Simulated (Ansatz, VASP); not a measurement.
**One calculation of AlN, two programs**

INCAR

```
SYSTEM = AlN
PREC     = Accurate       ! precision mode
ENCUT    = 520            ! plane-wave cutoff, eV
EDIFF    = 1E-6           ! SCF threshold, eV
ISMEAR   = 0              ! smearing method
SIGMA    = 0.05           ! smearing width, eV
LREAL    = .False.        ! projectors in reciprocal space
LASPH    = .True.         ! aspherical terms in the spheres
NELM     = 60             ! most SCF steps
ALGO     = Normal         ! electronic algorithm
ISIF     = 2              ! what is computed and relaxed
LWAVE    = .False.        ! write WAVECAR
LCHARG   = .False.        ! write CHGCAR
GGA      = PE             ! functional
NBANDS   = 11             ! bands
```

The input KPOINTS:

```
Automatic mesh
0
Gamma
  10 10 10
  0 0 0
```

The input POSCAR:

```
AlN
1.0
   -0.1537378754      1.8762516765      1.8762516765
    1.8762516765     -0.1537378754      1.8762516765
    1.8762516765      1.8762516765     -0.1537378754
Al N
1 1
Direct
    0.5000000000      0.5000000000      0.5000000000
    0.0000000000      0.0000000000      0.0000000000
```

Input for Ansatz:

```yaml
crystal:
  lattice:
    - [-0.1537378754, 1.8762516765, 1.8762516765]
    - [1.8762516765, -0.1537378754, 1.8762516765]
    - [1.8762516765, 1.8762516765, -0.1537378754]
  atoms:
    - { symbol: Al, position: [0.5, 0.5, 0.5] }
    - { symbol: "N", position: [0.0, 0.0, 0.0] }
basis:
  ecutwfc: 520.0
kpoints:
  mp_grid: { grid: [10, 10, 10] }
hamiltonian:
  xc: pbe
  pseudopotentials: { kind: paw, azcp: { folder: soft_1 } }
scf:
  occupations: { method: gaussian, width: 0.05 }
output:
  forces: true
  stress: true
  eigenvalues: true
```

Alike in both runs: task single point; functional PBE; k mesh 10 × 10 × 10; occupations gaussian, width 0.05 eV; no spin polarisation.

|  | VASP | Ansatz |
| --- | --- | --- |
| version | VASP 6.6.1 | Ansatz 0.2.0 |
| potentials or method | VASP PAW PBE potentials, release 64 (Al, N), cutoff 520 eV | scalar-relativistic, plane waves, PAW |
| valence electrons in the cell | 8 | 8 |

```tsv
	VASP	Ansatz	Ansatz less VASP
gap on the k mesh at the Fermi level (eV)	3.00	3.00	+0.004
least direct gap on the mesh (eV)	5.72	5.70	-0.018
```

With one functional, cell and mesh, what is left measures potentials, basis and numerics.
